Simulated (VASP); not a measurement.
# SiAs5 (F-43m) in VASP: further runs

SiAs5 is run at these levels: PBE; tasks: single point.

Everything below comes from runs of VASP 6.6.1. Logs are shortened: lines on timing, memory, paths and dates and some standing lists are left out, and cuts for length are marked.

## 1. The cell of the first run

Symmetry: F-43m, No. 216, cubic system. The conventional cell has a = 7.793 Å, b = 7.793 Å, c = 7.793 Å, α = 90.00°, β = 90.00°, γ = 90.00°. Si (site symmetry -43m) has 16 As at 3.23 to 3.37 Å within 4.2 Å. As (site symmetry 3m) has 9 As at 2.72 to 3.23 Å and 3 Si at 3.23 Å within 3.6 Å. Within 4.3 Å of As (site symmetry -43m) lie 12 As at 3.23 Å and 4 Si at 3.37 Å.

## 2. Single point, PBE

The input, INCAR:

```
SYSTEM = SiAs5
PREC = Accurate
ENCUT = 520
EDIFF = 1E-6
ISMEAR = 0
SIGMA = 0.1
LREAL = .FALSE.
LASPH = .TRUE.
NELM = 60
ALGO = Normal
ISIF = 2
LWAVE = .FALSE.
LCHARG = .FALSE.
GGA = PE
NBANDS = 24
```

The input, KPOINTS:

```
regular mesh
0
G
  4 4 4
  0 0 0
```

The input, POSCAR:

```
SiAs5
1.0
    0.0000000000      3.8964588541      3.8964588541
    3.8964588541      0.0000000000      3.8964588541
    3.8964588541      3.8964588541      0.0000000000
Si As
1 5
Direct
    0.7500000000      0.7500000000      0.7500000000
    0.1236192225      0.1236192225      0.1236192225
    0.1236192225      0.1236192225      0.6291423325
    0.1236192225      0.6291423325      0.1236192225
    0.6291423325      0.1236192225      0.1236192225
    0.5000000000      0.5000000000      0.5000000000
```

Potentials or basis: VASP PAW PBE potentials, release 64 (Si, As).

Started as:

```
$ cat potpaw_PBE.64/Si/POTCAR potpaw_PBE.64/As/POTCAR > POTCAR
$ mpirun -np 1 vasp_std > vasp.out
```

OUTCAR:

```text
SYSTEM = SiAs5
   PREC = Accurate
   ENCUT = 520
   EDIFF = 1E-6
   ISMEAR = 0
   LREAL = .FALSE.
   LASPH = .TRUE.
   NELM = 60
   ISIF = 2
   GGA = PE

 ion  position               nearest neighbor table
   1  0.750  0.750  0.750-
   2  0.124  0.124  0.124-   3 2.72   4 2.72   5 2.72   5 2.79   4 2.79   3 2.79
   3  0.124  0.124  0.629-   2 2.72   4 2.72   5 2.72   4 2.79   5 2.79   2 2.79
   4  0.124  0.629  0.124-   2 2.72   3 2.72   5 2.72   5 2.79   3 2.79   2 2.79
   5  0.629  0.124  0.124-   2 2.72   3 2.72   4 2.72   4 2.79   3 2.79   2 2.79
   6  0.500  0.500  0.500-

  LATTYP: Found a face centered cubic cell.
 ALAT       =     7.7929177082

  Lattice vectors:

 A1 = (   0.0000000000,   3.8964588541,   3.8964588541)
 A2 = (   3.8964588541,   0.0000000000,   3.8964588541)
 A3 = (   3.8964588541,   3.8964588541,   0.0000000000)

Analysis of symmetry for initial positions (statically):
=====================================================================
 Subroutine PRICEL returns:
 Original cell was already a primitive cell.

 Routine SETGRP: Setting up the symmetry group for a
 face centered cubic supercell.

 Subroutine GETGRP returns: Found 24 space group operations
 (whereof 24 operations were pure point group operations)
 out of a pool of 48 trial point group operations.

The static configuration has the point symmetry T_d .

Analysis of symmetry for dynamics (positions and initial velocities):
=====================================================================
 Subroutine PRICEL returns:
 Original cell was already a primitive cell.

 Routine SETGRP: Setting up the symmetry group for a
 face centered cubic supercell.

 Subroutine GETGRP returns: Found 24 space group operations
 (whereof 24 operations were pure point group operations)
 out of a pool of 48 trial point group operations.

The dynamic configuration has the point symmetry T_d .

 Subroutine INISYM returns: Found 24 space group operations
 (whereof 24 operations are pure point group operations),
 and found     1 'primitive' translations

----------------------------------------------------------------------------------------

                                     Primitive cell

  volume of cell :     118.3151

  direct lattice vectors                    reciprocal lattice vectors
     0.000000000  3.896458854  3.896458854    -0.128321642  0.128321642  0.128321642
     3.896458854  0.000000000  3.896458854     0.128321642 -0.128321642  0.128321642
     3.896458854  3.896458854  0.000000000     0.128321642  0.128321642 -0.128321642

  length of vectors
     5.510424957  5.510424957  5.510424957     0.222259604  0.222259604  0.222259604

  position of ions in fractional coordinates (direct lattice)
     0.750000000  0.750000000  0.750000000
     0.123619222  0.123619222  0.123619222
     0.123619222  0.123619222  0.629142333
     0.123619222  0.629142333  0.123619222
     0.629142333  0.123619222  0.123619222
     0.500000000  0.500000000  0.500000000

  ion indices of the primitive-cell ions
   primitive index   ion index
                 1           1
                 2           2
                 3           3
                 4           4
                 5           5
                 6           6

----------------------------------------------------------------------------------------

 KPOINTS: regular mesh

Automatic generation of k-mesh.
 Grid dimensions read from file:
 generate k-points for:    4    4    4

 Generating k-lattice:

  Cartesian coordinates                     Fractional coordinates (reciprocal lattice)
    -0.032080411  0.032080411  0.032080411     0.250000000  0.000000000  0.000000000
     0.032080411 -0.032080411  0.032080411     0.000000000  0.250000000  0.000000000
     0.032080411  0.032080411 -0.032080411     0.000000000  0.000000000  0.250000000

  Length of vectors
     0.055564901  0.055564901  0.055564901

  Shift w.r.t. Gamma in fractional coordinates (k-lattice)
     0.000000000  0.000000000  0.000000000

 Subroutine IBZKPT returns following result:
 ===========================================

 Found      8 irreducible k-points:

 Following reciprocal coordinates:
            Coordinates               Weight
  0.000000  0.000000  0.000000      1.000000
  0.250000  0.000000  0.000000      8.000000
  0.500000  0.000000  0.000000      4.000000
  0.250000  0.250000  0.000000      6.000000
  0.500000  0.250000  0.000000     24.000000
 -0.250000  0.250000  0.000000     12.000000
  0.500000  0.500000  0.000000      3.000000
 -0.250000  0.500000  0.250000      6.000000
   k-points           NKPTS =      8   k-points in BZ     NKDIM =      8   number of bands    NBANDS=     24
   number of dos      NEDOS =    301   number of ions     NIONS =      6
   total plane-waves  NPLWV =  74088
   dimension x,y,z NGX =    42 NGY =   42 NGZ =   42
   dimension x,y,z NGXF=    84 NGYF=   84 NGZF=   84
   ions per type =               1   5
   NGX,Y,Z   is equivalent  to a cutoff of  12.67, 12.67, 12.67 a.u.
   NGXF,Y,Z  is equivalent  to a cutoff of  25.34, 25.34, 25.34 a.u.
 SYSTEM =  SiAs5
   PREC   = accura    normal or accurate (medium, high low for compatibility)
   ISTART =      0    job   : 0-new  1-cont  2-samecut
   ICHARG =      2    charge: 1-file 2-atom 10-const
   ISPIN  =      1    spin polarized calculation?
   LNONCOLLINEAR =      F non collinear calculations
   LSORBIT =      F    spin-orbit coupling
   LASPH  =      T    aspherical Exc in radial PAW
   ENCUT  =  520.0 eV  38.22 Ry    6.18 a.u.  10.25 10.25 10.25*2*pi/ulx,y,z
   NELM   =     60;   NELMIN=  2; NELMDL= -5     # of ELM steps
   EDIFF  = 0.1E-05   stopping-criterion for ELM
   LREAL  =      F    real-space projection
   EDIFFG = 0.1E-04   stopping-criterion for IOM
   NSW    =      0    number of steps for IOM
   IBRION =     -1    ionic relax: 0-MD 1-quasi-New 2-CG
   NFREE  =      0    steps in history (QN), initial steepest desc. (CG)
   ISIF   =      2    stress and relaxation
   ISYM   =      2    0-nonsym 1-usesym 2-fastsym
   POTIM  = 0.5000    time-step for ionic-motion
   TEBEG  =    0.0;   TEEND  =   0.0 temperature during run
   PSTRESS=    0.0 pullay stress
   NELECT =      29.0000    total number of electrons
   NUPDOWN=      -1.0000    fix difference up-down
   EMIN   =  10.00;   EMAX   =-10.00  energy-range for DOS
   EFERMI =   0.00;   METHOD = LEGACY
   ISMEAR =     0;   SIGMA  =   0.10  broadening in eV -4-tet -1-fermi 0-gaus
   EFERMI_NEDOS =   21; number of points for ismear=-14 and -15
   IALGO  =     38    algorithm
   IMIX   =      4    mixing-type and parameters
     AMIX     =   0.40;   BMIX     =  1.00
     AMIX_MAG =   1.60;   BMIX_MAG =  1.00
  volume/ion in A,a.u.               =      19.72       133.07
  Fermi-wavevector in a.u.,A,eV,Ry     =   1.024536  1.936093 14.281694  1.049675
  Thomas-Fermi vector in A             =   2.158329
   LORBIT       =      0    0 simple, 1 ext, 2 COOP (PROOUT), +10 PAW based schemes
   GGA     = PE    functional components
   LHFCALC =     F    Hartree Fock is set to
   AEXX    =    0.0000 exact exchange contribution
   IVDW    =     0    specifies the selected vdW correction
   LEPSILON=     F    determine dielectric tensor
   LRPA    =     F    only Hartree local field effects (RPA)
 non-spin polarized calculation
 Gauss-broadening in eV      SIGMA  =   0.10
  energy-cutoff  :      520.00
  volume of cell :      118.32
 maximum number of plane-waves:      3218
 NGX is ok and might be reduce to    42
   NGX = 21   NGY = 21   NGZ = 21

 number of electron      28.9999999 magnetization

 Free energy of the ion-electron system (eV)
  ---------------------------------------------------
  ext. energy  EPLUGINS =         0.00000000
  ---------------------------------------------------
  free energy    TOTEN  =       -24.95879684 eV

  energy without entropy =      -24.93833153  energy(sigma->0) =      -24.94856419

 E-fermi :   6.5193     XC(G=0): -10.4791

 val. band max:        6.3051457330   @ k =   0.5000   0.0000   0.0000
 cond. band min:       6.5604424198   @ k =   0.5000   0.0000   0.0000
 fundamental gap:      0.2552966868
 Fermi energy:         6.5192535076

 k-point     1 :       0.0000    0.0000    0.0000
  band No.  band energies     occupation
      1      -8.8000      2.00000
      2      -3.6403      2.00000
      3      -3.1104      2.00000
      4      -3.1104      2.00000
      5      -3.1104      2.00000
      6      -1.4075      2.00000
[... 16 lines left out ...]
     23      13.1351      0.00000
     24      13.1351      0.00000

 k-point     2 :       0.2500    0.0000    0.0000
  band No.  band energies     occupation
      1      -8.4285      2.00000
      2      -4.9703      2.00000
      3      -3.5832      2.00000
      4      -3.2595      2.00000
      5      -3.2595      2.00000
      6      -0.8066      2.00000
[... 16 lines left out ...]
     23      12.3619      0.00000
     24      12.3619      0.00000

 k-point     3 :       0.5000    0.0000    0.0000
  band No.  band energies     occupation
      1      -7.7437      2.00000
      2      -6.3387      2.00000
      3      -3.7068      2.00000
      4      -3.3862      2.00000
      5      -3.3862      2.00000
      6      -1.2024      2.00000
[... 16 lines left out ...]
     23      11.4032      0.00000
     24      11.4032      0.00000

 k-point     4 :       0.2500    0.2500    0.0000
  band No.  band energies     occupation
      1      -8.2967      2.00000
      2      -4.9104      2.00000
      3      -3.9622      2.00000
      4      -3.5199      2.00000
      5      -3.5199      2.00000
      6      -1.1226      2.00000
[... 16 lines left out ...]
     23      11.9395      0.00000
     24      11.9395      0.00000

 k-point     5 :       0.5000    0.2500    0.0000
  band No.  band energies     occupation
      1      -7.5556      2.00000
      2      -6.1500      2.00000
      3      -4.7415      2.00000
      4      -3.6325      2.00000
      5      -3.2480      2.00000
      6      -1.1668      2.00000
[... 16 lines left out ...]
     23      10.1510      0.00000
     24      11.2329      0.00000

 k-point     6 :      -0.2500    0.2500    0.0000
  band No.  band energies     occupation
      1      -7.8576      2.00000
      2      -5.7496      2.00000
      3      -4.7699      2.00000
      4      -3.4005      2.00000
      5      -3.0161      2.00000
      6      -0.9604      2.00000
[... 16 lines left out ...]
     23      10.4383      0.00000
     24      11.4906      0.00000

 k-point     7 :       0.5000    0.5000    0.0000
  band No.  band energies     occupation
      1      -7.0525      2.00000
      2      -6.6767      2.00000
      3      -4.4002      2.00000
      4      -3.8355      2.00000
      5      -3.8355      2.00000
      6      -1.8949      2.00000
[... 16 lines left out ...]
     23      11.2543      0.00000
     24      11.2543      0.00000

 k-point     8 :      -0.2500    0.5000    0.2500
  band No.  band energies     occupation
      1      -6.9724      2.00000
      2      -6.6352      2.00000
      3      -5.0897      2.00000
      4      -4.1785      2.00000
      5      -2.8662      2.00000
      6      -0.9638      2.00000
[... 16 lines left out ...]
     23       9.2003      0.00000
     24       9.2104      0.00000

------------------------ aborting loop because EDIFF is reached ----------------------------------------

  FORCE on cell =-STRESS in cart. coord.  units (eV):
  Direction    XX          YY          ZZ          XY          YZ          ZX
  --------------------------------------------------------------------------------------
  -------------------------------------------------------------------------------------
  Total        0.3164898      0.3164898      0.3164898     -0.0000000      0.0000000      0.0000000
  in kB        4.2857816      4.2857816      4.2857816     -0.0000000      0.0000000      0.0000000
  external PRESSURE =       4.2857816 kB  Pullay stress =       0.0000000 kB

 VOLUME and BASIS-vectors are now :
 -----------------------------------------------------------------------------
  energy-cutoff  :      520.00
  volume of cell :      118.32
      direct lattice vectors                 reciprocal lattice vectors
     0.000000000  3.896458854  3.896458854    -0.128321642  0.128321642  0.128321642
     3.896458854  0.000000000  3.896458854     0.128321642 -0.128321642  0.128321642
     3.896458854  3.896458854  0.000000000     0.128321642  0.128321642 -0.128321642

 POSITION                                       TOTAL-FORCE (eV/Angst)
 -----------------------------------------------------------------------------------
      5.84469      5.84469      5.84469         0.000000      0.000000      0.000000
      0.96335      0.96335      0.96335         0.037051      0.037051      0.037051
      2.93310      2.93310      0.96335        -0.037051     -0.037051      0.037051
      2.93310      0.96335      2.93310        -0.037051      0.037051     -0.037051
      0.96335      2.93310      2.93310         0.037051     -0.037051     -0.037051
      3.89646      3.89646      3.89646         0.000000      0.000000      0.000000
 -----------------------------------------------------------------------------------
    total drift:                                0.000000      0.000000      0.000000

  FREE ENERGIE OF THE ION-ELECTRON SYSTEM (eV)
  ---------------------------------------------------
  free  energy   TOTEN  =       -24.9587968428 eV

  energy  without entropy=      -24.9383315286  energy(sigma->0) =      -24.94856419
```

Run time: 14 s. Hardware: 1 thread of Intel Xeon 6975P-C (Granite Rapids), shared host; peak memory 0.24 GiB.

Results:

| Quantity | Value |
| --- | --- |
| Free energy | -24.9588 eV |
| Pressure | 0.4 GPa |
| Largest force | 0.064 eV/Å |

Forces on the atoms (eV/Å):
```
Si   0.000  0.000  0.000
As   0.037  0.037  0.037
As  -0.037 -0.037  0.037
As  -0.037  0.037 -0.037
As   0.037 -0.037 -0.037
As   0.000  0.000  0.000
```

## 3. Single point, PBE

This run uses another cell than the first one, of 24.46 Å³/atom, 1.241 times its volume.

The input, INCAR:

```
PREC     = Accurate       # precision mode
ENCUT    = 520            # plane-wave cutoff, eV
EDIFF    = 1E-7           # SCF threshold, eV
ISMEAR   = 0              # smearing method
SIGMA    = 0.1            # smearing width, eV
LREAL    = False          # projectors in reciprocal space
LASPH    = True           # aspherical terms in the spheres
NELM     = 80             # most SCF steps
ALGO     = Normal         # electronic algorithm
ISIF     = 2              # what is computed and relaxed
LWAVE    = False          # write WAVECAR
LCHARG   = False          # write CHGCAR
GGA      = PE             # functional
NBANDS   = 24             # bands
```

The input, KPOINTS:

```
regular mesh
0
Gamma
  4 4 4
```

The input, POSCAR:

```
SiAs5
1.0
    0.0000000000      4.1867115900      4.1867115900
    4.1867115900      0.0000000000      4.1867115900
    4.1867115900      4.1867115900      0.0000000000
Si As
1 5
Direct
    0.7500000000      0.7500000000      0.7500000000
    0.1133444000      0.1133444000      0.1133444000
    0.1133444000      0.1133444000      0.6599668000
    0.1133444000      0.6599668000      0.1133444000
    0.6599668000      0.1133444000      0.1133444000
    0.5000000000      0.5000000000      0.5000000000
```

Potentials or basis: VASP PAW PBE potentials, release 64 (Si, As).

Started as:

```
$ cat potpaw_PBE.64/Si/POTCAR potpaw_PBE.64/As/POTCAR > POTCAR
$ mpirun -np 1 vasp_std > vasp.out
```

OUTCAR:

```text
PREC = Accurate
   ENCUT = 520
   EDIFF = 1E-7
   ISMEAR = 0
   LREAL = False
   LASPH = True
   NELM = 80
   ISIF = 2
   GGA = PE

 ion  position               nearest neighbor table
   1  0.750  0.750  0.750-
   2  0.113  0.113  0.113-   3 2.68   4 2.68   5 2.68
   3  0.113  0.113  0.660-   2 2.68   4 2.68   5 2.68
   4  0.113  0.660  0.113-   2 2.68   3 2.68   5 2.68
   5  0.660  0.113  0.113-   2 2.68   3 2.68   4 2.68
   6  0.500  0.500  0.500-

[... 403 lines left out ...]
  -------------------------------------------------------------------------------------
  Total       -6.7279581     -6.7279581     -6.7279581      0.0000000      0.0000000      0.0000000
  in kB      -73.4420403    -73.4420403    -73.4420403      0.0000000      0.0000000      0.0000000
  external PRESSURE =     -73.4420403 kB  Pullay stress =       0.0000000 kB

 VOLUME and BASIS-vectors are now :
 -----------------------------------------------------------------------------
  energy-cutoff  :      520.00
  volume of cell :      146.77
      direct lattice vectors                 reciprocal lattice vectors
     0.000000000  4.186711590  4.186711590    -0.119425470  0.119425470  0.119425470
     4.186711590  0.000000000  4.186711590     0.119425470 -0.119425470  0.119425470
     4.186711590  4.186711590  0.000000000     0.119425470  0.119425470 -0.119425470

 POSITION                                       TOTAL-FORCE (eV/Angst)
 -----------------------------------------------------------------------------------
      6.28007      6.28007      6.28007        -0.000000     -0.000000     -0.000000
      0.94908      0.94908      0.94908        -0.078214     -0.078214     -0.078214
      3.23763      3.23763      0.94908         0.078214      0.078214     -0.078214
      3.23763      0.94908      3.23763         0.078214     -0.078214      0.078214
      0.94908      3.23763      3.23763        -0.078214      0.078214      0.078214
      4.18671      4.18671      4.18671        -0.000000     -0.000000     -0.000000
 -----------------------------------------------------------------------------------
    total drift:                                0.000000      0.000000      0.000000

  FREE ENERGIE OF THE ION-ELECTRON SYSTEM (eV)
  ---------------------------------------------------
  free  energy   TOTEN  =       -24.0435767574 eV

  energy  without entropy=      -24.0229315051  energy(sigma->0) =      -24.03325413
```

OSZICAR:

```text
N       E                     dE             d eps       ncg     rms          rms(c)
DAV:   1     0.959594247916E+02    0.95959E+02   -0.10676E+04   384   0.968E+02
DAV:   2    -0.162630515060E+02   -0.11222E+03   -0.10513E+03   496   0.152E+02
DAV:   3    -0.240838574872E+02   -0.78208E+01   -0.76336E+01   504   0.383E+01
DAV:   4    -0.241832264736E+02   -0.99369E-01   -0.99269E-01   416   0.496E+00
DAV:   5    -0.241839896715E+02   -0.76320E-03   -0.76319E-03   472   0.473E-01    0.390E+00
DAV:   6    -0.240571611479E+02    0.12683E+00   -0.19302E-01   408   0.173E+00    0.225E+00
DAV:   7    -0.240459938608E+02    0.11167E-01   -0.59462E-02   416   0.100E+00    0.102E+00
DAV:   8    -0.240433334710E+02    0.26604E-02   -0.14083E-02   440   0.522E-01    0.279E-01
DAV:   9    -0.240435025080E+02   -0.16904E-03   -0.16615E-03   400   0.181E-01    0.101E-01
DAV:  10    -0.240435763792E+02   -0.73871E-04   -0.14939E-04   440   0.617E-02    0.250E-02
DAV:  11    -0.240435775822E+02   -0.12030E-05   -0.29527E-05   424   0.283E-02    0.476E-03
DAV:  12    -0.240435771100E+02    0.47220E-06   -0.26802E-06   392   0.888E-03    0.267E-03
DAV:  13    -0.240435767591E+02    0.35096E-06   -0.41110E-07   416   0.356E-03    0.576E-04
DAV:  14    -0.240435767574E+02    0.16296E-08   -0.47079E-08   208   0.100E-03
   1 F= -.24043577E+02 E0= -.24033254E+02  d E =-.206453E-01
```

stdout:

```text
POSCAR found type information on POSCAR SiAs
 POSCAR found :  2 types and       6 ions
 scaLAPACK will be used
 LDA part: xc-table for (Slater+PW92), standard interpolation
 POSCAR, INCAR and KPOINTS ok, starting setup
 FFT: planning ... GRIDC
 FFT: planning ... GRID_SOFT
 FFT: planning ... GRID
 WAVECAR not read
 entering main loop
```

It took 22 s on 1 thread of Intel Xeon 6975P-C (Granite Rapids), shared host; peak memory 0.31 GiB.

Results:

| Property | Result |
| --- | --- |
| Free energy | -24.0436 eV |
| Pressure | -7.3 GPa |
| Largest force | 0.135 eV/Å |

Forces in eV/Å, atoms in the order of the input:
```
Si   0.000  0.000  0.000
As  -0.078 -0.078 -0.078
As   0.078  0.078 -0.078
As   0.078 -0.078  0.078
As  -0.078  0.078  0.078
As   0.000  0.000  0.000
```
